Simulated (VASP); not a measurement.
Write the native input for VASP 6.6.1 that does the following.

```
Task                   : single point
Functional             : PBE
Potentials or basis    : VASP PAW PBE potentials, release 64 (Mo_sv, Se)
Cutoff                 : 520 eV
k mesh                 : 12 × 12 × 12
Occupations            : gaussian, width 0.1 eV
Spin                   : collinear spin
Starting moments       : [1.94, 0.01] μB
Fixed moment           : 2.62 μB
Dipole correction      : no
Further INCAR settings : ALGO = Normal; EDIFF = 1e-06; NBANDS = 21
```

The structure of MoSe lies in POSCAR:

```
MoSe
1.0
    0.0000000000      2.8392909712      2.8392909712
    2.8392909712      0.0000000000      2.8392909712
    2.8392909712      2.8392909712      0.0000000000
Mo Se
1 1
Direct
    0.0000000000      0.0000000000      0.0000000000
    0.2500000000      0.2500000000      0.2500000000
```

The input as run:

INCAR

```
PREC = Accurate
ENCUT = 520
EDIFF = 1E-6
ISMEAR = 0
SIGMA = 0.1
LREAL = False
LASPH = True
NELM = 150
ALGO = Normal
ISIF = 2
LWAVE = False
LCHARG = True
ISPIN = 2
MAGMOM = 1.94 0.01
LORBIT = 11
NUPDOWN = 2.62
LMAXMIX = 4
GGA = PE
LELF = True
LVHAR = True
NBANDS = 21
```

KPOINTS

```
regular mesh
0
Gamma
  12 12 12
```

Potentials or basis: VASP PAW PBE potentials, release 64 (Mo_sv, Se).

Command:

```sh
$ cat potpaw_PBE.64/Mo_sv/POTCAR potpaw_PBE.64/Se/POTCAR > POTCAR
$ mpirun -np 1 vasp_std > vasp.out
```

Results of the run:

- Pressure: 7.7 GPa
- Net moment: 2.62 μB per cell
- Site moments: Mo +2.21; Se +0.00 μB
- Valence electrons inside the program's atomic spheres: Mo 12.41; Se 3.99

Caveat: the cell stands under pressure; the total moment is fixed, so each spin has its own Fermi level.

Wall time 63 s on 1 thread of Intel(R) Xeon(R) 6975P-C (Granite Rapids), with other jobs on the host, peak memory 0.26 GiB.
